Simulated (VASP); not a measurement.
# Ta4O: relaxation of cell and atoms with PBE

Crystal: Ta4O.

```
Ta O
1.0
     4.53690    0.00000    0.00000
     0.00000    4.53690    0.00000
     0.00000    0.00000    4.53690
Ta O
4 1
Direct
  0.24378 0.75622 0.75622
  0.75622 0.24378 0.75622
  0.75622 0.75622 0.24378
  0.24378 0.24378 0.24378
  0.00000 0.00000 0.00000
```

- Program: VASP 6.6.1
- Task: relaxation of cell and atoms
- Functional: PBE
- Potentials or basis: VASP PAW PBE potentials, release 64 (Ta_pv, O)
- Cutoff: 600 eV
- k mesh: 4 × 4 × 4
- Occupations: gaussian, width 0.1 eV
- Spin: no spin polarisation
- Dipole correction: no
- Further INCAR settings: ALGO = Normal; EDIFF = 1e-06; IBRION = 2; EDIFFG = -0.04; NSW = 90; ISIF = 3

- Relaxed volume: 16.97 Å³/atom
- Relaxed cell: a = 4.394 Å, b = 4.394 Å, c = 4.394 Å, α = 90.00°, β = 90.00°, γ = 90.00°
- Space group after relaxing (to 0.05 Å): P-43m (No. 215)
- Energy gained by relaxing: 312.6 meV/atom
- Ionic steps: 6
- Pressure after relaxing: 0.2 GPa
- Largest force after relaxing: 0.035 eV/Å
- Band gap on the k mesh: zero (band 25 reaches 7.03 eV, above the bottom of band 26 at 4.86 eV)

Forces on the atoms (eV/Å):
```
Ta  -0.020  0.020  0.020
Ta   0.020 -0.020  0.020
Ta   0.020  0.020 -0.020
Ta  -0.020 -0.020 -0.020
O    0.000  0.000  0.000
```

The path:
```csv
step,energy change (eV),largest force (eV/Å),pressure (GPa),volume (Å³)
1,0.0000,3.9374,-6.29,93.39
2,-1.4985,0.9431,2.43,83.82
3,-1.5621,0.0190,-0.80,85.27
4,-1.5619,0.1138,-0.50,85.12
5,-1.5608,0.0852,1.23,84.48
6,-1.5628,0.0353,0.20,84.86
```

Final structure:
```cif
data_structure
_symmetry_space_group_name_H-M 'P 1'
_symmetry_Int_Tables_number 1
_cell_length_a 4.3944
_cell_length_b 4.3944
_cell_length_c 4.3944
_cell_angle_alpha 90.000
_cell_angle_beta 90.000
_cell_angle_gamma 90.000
_cell_volume 84.86
loop_
_atom_site_label
_atom_site_type_symbol
_atom_site_fract_x
_atom_site_fract_y
_atom_site_fract_z
_atom_site_occupancy
Ta1 Ta 0.26415 0.73585 0.73585 1
Ta2 Ta 0.73585 0.26415 0.73585 1
Ta3 Ta 0.73585 0.73585 0.26415 1
Ta4 Ta 0.26415 0.26415 0.26415 1
O1 O 0.00000 0.00000 0.00000 1
```

Levels at points of the mesh, in eV from the Fermi level:
```tsv
k point	band 22	band 23	band 24	band 25	band 26	band 27	band 28	band 29
(0.00, 0.00, 0.00)	-2.74	-1.45	1.60	1.60	1.60	1.60	1.60	3.28
(0.50, 0.00, 0.00)	-1.44	-1.27	-1.19	-0.43	-0.39	1.28	1.28	1.61
(0.50, 0.50, 0.00)	-1.07	-0.76	-0.76	-0.57	-0.57	1.21	1.27	1.27
(0.50, 0.50, 0.50)	-0.08	0.24	0.24	0.24	0.33	0.33	0.33	2.24
```

Run time: 54 s on 1 thread of Intel(R) Xeon(R) 6975P-C (Granite Rapids), with other jobs on the host, peak memory 0.22 GiB.

Caveat: spin-orbit coupling is left out, which moves the levels of the heavy elements.
